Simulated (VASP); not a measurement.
Here is a VASP 6.6.1 calculation.

Contents of INCAR:

```
SYSTEM = Rh
PREC     = Accurate       ! precision mode
ENCUT    = 500            ! plane-wave cutoff, eV
EDIFF    = 1E-6           ! SCF threshold, eV
ISMEAR   = 1              ! smearing method
SIGMA    = 0.1            ! smearing width, eV
LREAL    = .FALSE.        ! projectors in reciprocal space
LASPH    = .TRUE.         ! aspherical terms in the spheres
NELM     = 120            ! most SCF steps
ALGO     = Normal         ! electronic algorithm
ISIF     = 2              ! what is computed and relaxed
LWAVE    = .FALSE.        ! write WAVECAR
LCHARG   = .TRUE.         ! write CHGCAR
GGA      = PS             ! functional
LELF     = .TRUE.         ! ELF
LVHAR    = .TRUE.       
NBANDS   = 14             ! bands
GGA_COMPAT= .FALSE.
```

The input KPOINTS:

```
regular mesh
0
G
  6 6 6
  0 0 0
```

File POSCAR:

```
Rh
1.0
    4.0944550000      0.0000000000      0.0000000000
    0.0000000000      4.0944550000      0.0000000000
    0.0000000000      0.0000000000      4.0944550000
Rh
1
Direct
    0.5000000000      0.5000000000      0.5000000000
```

Potentials or basis: VASP PAW PBE potentials, release 64 (Rh_pv).

Run with:

```bash
$ cat potpaw_PBE.64/Rh_pv/POTCAR > POTCAR
$ mpirun -np 1 vasp_std > vasp.out
```

Predict the pressure.

-5.0 GPa.

Caveat: the PAW data sets were made with another functional, which shifts forces and pressure a little.
